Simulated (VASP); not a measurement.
Input of a VASP 6.6.1 run:

Contents of INCAR:

```
SYSTEM = Ag
PREC = Accurate ; ENCUT = 520
EDIFF = 1E-6 ; ISMEAR = -1
SIGMA = 0.05 ; LREAL = .False.
LASPH = .True. ; NELM = 60
ALGO = Normal ; ISIF = 2
LWAVE = .False. ; LCHARG = .False.
GGA = VW ; NBANDS = 12
```

The input KPOINTS:

```
regular mesh
0
Gamma
  11 11 11
  0 0 0
```

POSCAR

```
Ag
1.0
    0.0000000000      1.9984036440      1.9984036440
    1.9984036440      0.0000000000      1.9984036440
    1.9984036440      1.9984036440      0.0000000000
Ag
1
Direct
    0.0000000000      0.0000000000      0.0000000000
```

Potentials or basis: VASP PAW PBE potentials, release 64 (Ag).

Run with:

```bash
$ cat potpaw_PBE.64/Ag/POTCAR > POTCAR
$ mpirun -np 1 vasp_std > vasp.out
```

(1) Predict the pressure.

## Answers

(1) -0.4 GPa.

Caveat: the PAW data sets were made with another functional, which shifts forces and pressure a little.
